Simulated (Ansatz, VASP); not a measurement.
# Two plane-wave programs on ScAl

INCAR

```
ALGO = Normal
EDIFF = 1E-6
ENCUT = 520
GGA = PS
ISIF = 2
ISMEAR = 0
LASPH = True
LCHARG = True
LELF = True
LREAL = False
LVHAR = True
LWAVE = False
NBANDS = 14
NELM = 100
PREC = Accurate
SIGMA = 0.2
```

File KPOINTS:

```
k-points
0
Gamma
  6 6 6
```

Contents of POSCAR:

```
ScAl
1.0
    3.3703489700      0.0000000000      0.0000000000
    0.0000000000      3.3703489700      0.0000000000
    0.0000000000      0.0000000000      3.3703489700
Sc Al
1 1
Direct
    0.5000000000      0.5000000000      0.5000000000
    0.0000000000      0.0000000000      0.0000000000
```

Input for Ansatz:

```yaml
crystal:
  lattice:
    - [3.37034897, 0.0, 0.0]
    - [0.0, 3.37034897, 0.0]
    - [0.0, 0.0, 3.37034897]
  atoms:
    - { symbol: Sc, position: [0.5, 0.5, 0.5] }
    - { symbol: Al, position: [0.0, 0.0, 0.0] }
basis:
  ecutwfc: 420
kpoints:
  mp_grid: { grid: [6, 6, 6] }
hamiltonian:
  xc: pbesol
scf:
  occupations: { method: gaussian, width: 0.2 }
output:
  forces: true
  stress: true
  eigenvalues: true
```

Alike in both runs: task single point; functional PBEsol; k mesh 6 × 6 × 6; occupations gaussian, width 0.2 eV; no spin polarisation.

```csv
,VASP,Ansatz
version,VASP 6.6.1,Ansatz 0.2.0
potentials or method,"VASP PAW PBE potentials, release 64 (Sc_sv, Al), cutoff 520 eV","scalar-relativistic, plane waves, PAW"
valence electrons in the cell,14,14
```

```csv
,VASP,Ansatz,Ansatz less VASP
gap on the k mesh at the Fermi level (eV),none,none,-
pressure (GPa),-1.6,-1.7,-0.13
```

VASP's potentials were made for PBE, not for PBEsol. A gap of «none» marks a metal or a gap that the smearing closes.
